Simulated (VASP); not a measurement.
**C: single point with PBE**

The system is C.

```
C
1.0
     0.00000    1.78559    1.82916
     1.78559    0.00000    1.82916
     1.78559    1.78559    0.00000
C
2
Direct
  0.50000 0.50000 0.50000
  0.75000 0.75000 0.75000
```

This cell differs from its parent crystal: volume 5.832 Å^3 an atom, c/a of the conventional cell 1.0244.

```
Program             : VASP 6.6.1
Task                : single point
Functional          : PBE
Potentials or basis : VASP PAW PBE potentials, release 64 (C)
Cutoff              : 520 eV
k mesh              : 12 × 12 × 12
Occupations         : gaussian, width 0.05 eV
Spin                : no spin polarisation
```

```yaml
Pressure: -9.3 GPa
Band_gap_on_the_k_mesh: 3.79 eV, indirect (least direct gap 5.30 eV)
```

Stress tensor (GPa, compression positive):
```
 -1.83   0.00   0.00
  0.00  -1.83   0.00
  0.00   0.00 -24.12
```

Levels at points of the mesh, in eV from the valence-band top:
```csv
k point,band 2,band 3,band 4,band 5,band 6,band 7
"(0.00, 0.00, 0.00)",-0.37,0.00,0.00,5.30,5.30,5.59
"(0.50, 0.00, 0.00)",-13.19,-3.06,-2.64,7.79,8.31,8.69
"(0.50, 0.50, 0.00)",-12.93,-6.02,-6.02,4.95,4.95,16.18
"(0.50, 0.00, 0.50)",-12.57,-6.36,-6.36,4.40,4.40,16.28
```

Run time: 7.3 s on 1 thread of Intel(R) Xeon(R) 6975P-C (Granite Rapids), with other jobs on the host, peak memory 0.12 GiB.

 A k mesh can miss the band edges.
